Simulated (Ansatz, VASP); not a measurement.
**BaS: VASP beside Ansatz**

File INCAR:

```
PREC = Accurate
ENCUT = 520
EDIFF = 1E-7
ISMEAR = 0
SIGMA = 0.01
LREAL = False
LASPH = True
NELM = 60
ALGO = Normal
ISIF = 2
LWAVE = False
LCHARG = False
GGA = PE
NBANDS = 24
```

The input KPOINTS:

```
regular mesh
0
Gamma
  6 6 4
```

POSCAR

```
BaS
1.0
    4.3556003477      0.0000000000      0.0000000000
   -2.1778001739      3.7720605499      0.0000000000
    0.0000000000      0.0000000000      7.6448043041
Ba S
2 2
Direct
    0.0000000000      0.0000000000      0.0000000000
    0.0000000000      0.0000000000      0.5000000000
    0.3333333333      0.6666666667      0.2500000000
    0.6666666667      0.3333333333      0.7500000000
```

Input for Ansatz:

```yaml
crystal:
  lattice:
    - [4.3556003477, 0.0, 0.0]
    - [-2.1778001739, 3.7720605499, 0.0]
    - [0.0, 0.0, 7.6448043041]
  atoms:
    - { symbol: Ba, position: [0.0, 0.0, 0.0] }
    - { symbol: Ba, position: [0.0, 0.0, 0.5] }
    - { symbol: S, position: [0.3333333333, 0.6666666667, 0.25] }
    - { symbol: S, position: [0.6666666667, 0.3333333333, 0.75] }
kpoints:
  mp_grid: { grid: [6, 6, 4] }
hamiltonian:
  xc: pbe
scf:
  occupations: { method: fixed }
  n_extra_bands: 5
output:
  forces: true
  stress: true
  eigenvalues: true
```

Alike in both runs: task single point; functional PBE; k mesh 6 × 6 × 4; no spin polarisation.

|  | VASP | Ansatz |
| --- | --- | --- |
| version | VASP 6.6.1 | Ansatz 0.2.0 |
| potentials or method | VASP PAW PBE potentials, release 64 (Ba_sv, S) | plane waves, PAW |
| plane-wave cutoff (eV) | 520 | 420 |
| occupations | gaussian, width 0.01 eV | fixed |
| valence electrons in the cell | 32 | 32 |

```csv
,VASP,Ansatz,Ansatz less VASP
gap on the k mesh at the Fermi level (eV),2.25,2.35,+0.099
pressure (GPa),3.6,2.8,-0.78
"traceless stress, the component that is largest in VASP (GPa)",0.36,0.23,-0.133
```

Spin-orbit coupling is off throughout.
